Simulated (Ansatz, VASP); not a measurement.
Two plane-wave programs on ZnCd3Se2

The input INCAR:

```
PREC = Accurate
ENCUT = 600
EDIFF = 1E-7
ISMEAR = 0
SIGMA = 0.1
LREAL = F
LASPH = T
NELM = 100
ALGO = Normal
ISIF = 3
LWAVE = F
LCHARG = F
GGA = PE
IBRION = 2
NSW = 90
EDIFFG = -0.04
```

KPOINTS

```
Automatic mesh
0
Gamma
  3 3 4
```

POSCAR

```
ZnCd3Se2
1.0
    6.4851856300      0.0000000000      0.0000000000
   -3.2425928200      5.6163355100      0.0000000000
    0.0000000000      0.0000000000      3.8120594900
Zn Cd Se
1 3 2
Direct
    0.0000000000      0.0000000000      0.5000000000
    0.0000000000      0.5000000000      0.0000000000
    0.5000000000      0.0000000000      0.0000000000
    0.5000000000      0.5000000000      0.0000000000
    0.3333333300      0.6666666700      0.5000000000
    0.6666666700      0.3333333300      0.5000000000
```

Input for Ansatz:

```yaml
crystal:
  lattice:
    - [6.48518563, 0.0, 0.0]
    - [-3.24259282, 5.61633551, 0.0]
    - [0.0, 0.0, 3.81205949]
  atoms:
    - { symbol: Zn, position: [0.0, 0.0, 0.5] }
    - { symbol: Cd, position: [0.0, 0.5, 0.0] }
    - { symbol: Cd, position: [0.5, 0.0, 0.0] }
    - { symbol: Cd, position: [0.5, 0.5, 0.0] }
    - { symbol: Se, position: [0.33333333, 0.66666667, 0.5] }
    - { symbol: Se, position: [0.66666667, 0.33333333, 0.5] }
basis:
  ecutwfc: 420
kpoints:
  mp_grid: { grid: [3, 3, 4] }
hamiltonian:
  xc: pbe
scf:
  occupations: { method: gaussian, width: 0.1 }
  lower_state_search: "off"
output:
  forces: true
  stress: true
  eigenvalues: true
relax:
  adjacent_minimum: "off"
  f_tol: 0.04
  max_steps: 70
  cell: { stress_tol: 0.4 }
```

Change from the starting cell: species swapped into the TmB2Rh3 type (P6/mmm, No. 191).

Alike in both runs: task relaxation of cell and atoms; functional PBE; k mesh 3 × 3 × 4; occupations gaussian, width 0.1 eV; no spin polarisation.

|  | VASP | Ansatz |
| --- | --- | --- |
| version | VASP 6.6.1 | Ansatz 0.2.0 |
| potentials or method | VASP PAW PBE potentials, release 64 (Zn, Cd, Se), cutoff 600 eV | scalar-relativistic, plane waves, PAW |
| valence electrons in the cell | 60 | 104 |

Ansatz gave:

* gap on the k mesh at the Fermi level, each at its own relaxed structure (eV): none
* relaxed volume (Å³/atom): 28.79
* relaxed cell length with the largest relative difference (Å): 7.063

**Question.** Estimate VASP's values.

**Answer.** gap on the k mesh at the Fermi level, each at its own relaxed structure (eV): none; relaxed volume (Å³/atom): 28.99; relaxed cell length with the largest relative difference (Å): 7.086.

A gap of «none» marks a metal or a gap that the smearing closes. VASP's potentials hold 60 valence electrons a cell and Ansatz's 104, so a difference there can come from the potentials and not from the codes.

The k mesh is coarse, so the values compare programs but aren't converged. Noted on VASP's run: the volume moved by over 15 % at a fixed basis, so the end points are rough.
